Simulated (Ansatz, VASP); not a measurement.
## Two plane-wave programs on CdSe

```
Cd Se
1.0
     4.33992    0.00000    0.00000
    -2.16996    3.75848    0.00000
     0.00000    0.00000    7.07838
Cd Se
2 2
Direct
  0.33333 0.66667 0.00005
  0.66667 0.33333 0.50005
  0.33333 0.66667 0.37595
  0.66667 0.33333 0.87595
```

Alike in both runs: functional r2SCAN; k mesh 9 × 9 × 4; occupations gaussian, width 0.02 eV; no spin polarisation.

Ansatz relaxed the structure, and its values are those at the end. VASP's run is a single point on that final structure, the one shown.

|  | VASP | Ansatz |
| --- | --- | --- |
| version | VASP 6.6.1 | Ansatz 0.2.0 |
| potentials or method | VASP PAW PBE potentials, release 64 (Cd, Se), cutoff 550 eV | scalar-relativistic, plane waves, PAW |
| valence electrons in the cell | 36 | 72 |

Ansatz gave:

- gap on the k mesh at the Fermi level (eV): 1.10
- least direct gap on the mesh (eV): 1.10
- pressure (GPa): 0.0

Question: Which values does VASP return?

Answer: gap on the k mesh at the Fermi level (eV): 1.09; least direct gap on the mesh (eV): 1.09; pressure (GPa): 0.2.

VASP's potentials were made for PBE, not for r2SCAN. The functional is the same, so the differences come from potentials, cutoffs and numerics. VASP's potentials hold 36 valence electrons a cell and Ansatz's 72, so a difference there can come from the potentials and not from the codes.
